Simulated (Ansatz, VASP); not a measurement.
Two plane-wave programs on CdSe

```xyz
2
Lattice="0.0000 2.3291 2.3291 2.3291 0.0000 2.3291 2.3291 2.3291 0.0000" Properties=species:S:1:pos:R:3 pbc="T T T"
Cd    0.0000    0.0000    0.0000
Se    2.3291    2.3291    2.3291
```

Change from the starting cell: volume scaled by 0.55, PAW files, partial_waves polarizable.

Alike in both runs: task single point; functional r2SCAN; k mesh 12 × 12 × 12; occupations fermi-dirac, width 0.05 eV; no spin polarisation.

```csv
,VASP,Ansatz
version,VASP 6.6.1,Ansatz 0.2.0
potentials or method,"VASP PAW PBE potentials, release 64 (Cd, Se)","PAW with Ansatz's default frozen-core files, scalar-relativistic"
plane-wave cutoff (eV),520,500
valence electrons in the cell,18,36
```

Ansatz gave:

- pressure (GPa): 167.8

Problem. What did VASP give for the same quantities?

Solution. Pressure (GPa): 174.4.

VASP's potentials were made for PBE, not for r2SCAN. Both programs put the cell under a high pressure, so it lies far from rest at this level. The functional is the same, so the differences come from potentials, cutoffs and numerics. VASP's potentials hold 18 valence electrons a cell and Ansatz's 36, so a difference there can come from the potentials and not from the codes.

Noted on VASP's run: the cell as given lies far from equilibrium.
